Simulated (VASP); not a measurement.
## TiSi2: density of states with PBE

TiSi2:

```xyz
6
Lattice="0.0000 4.1175 4.2629 2.3895 0.0000 4.2629 2.3895 4.1175 0.0000" Properties=species:S:1:pos:R:3 pbc="T T T"
Ti    3.5843    6.1763    6.3943
Ti    2.3895    4.1175    4.2629
Si    1.1948    3.3975    2.1314
Si    1.1948    0.7200    2.1314
Si    2.3895    1.3387    4.2629
Si    2.3895    6.8963    4.2629
```

* Program: VASP 6.6.1
* Task: density of states
* Functional: PBE
* Potentials or basis: VASP PAW PBE potentials, release 64 (Ti_sv, Si)
* Cutoff: 520 eV
* k mesh: 7 × 7 × 7
* Occupations: fermi-dirac, width 0.05 eV
* Spin: no spin polarisation
* Dipole correction: no
* k mesh for the DOS: 11 × 11 × 11
* Occupations for the DOS: tetrahedron
* Further INCAR settings: ALGO = Normal; EDIFF = 1e-06

| Quantity | Value |
| --- | --- |
| Valence electrons inside the program's atomic spheres | Ti 10.40; Si 1.63 |

Levels at points of the mesh, in eV from the Fermi level:
| k point | band 18 | band 19 | band 20 | band 21 | band 22 | band 23 |
| --- | --- | --- | --- | --- | --- | --- |
| (0.00, 0.00, 0.00) | -2.05 | -1.76 | -1.33 | -0.91 | 2.10 | 3.16 |

Run time: 4 min on 1 thread of Intel(R) Xeon(R) 6975P-C (Granite Rapids), with other jobs on the host, peak memory 0.5 GiB.
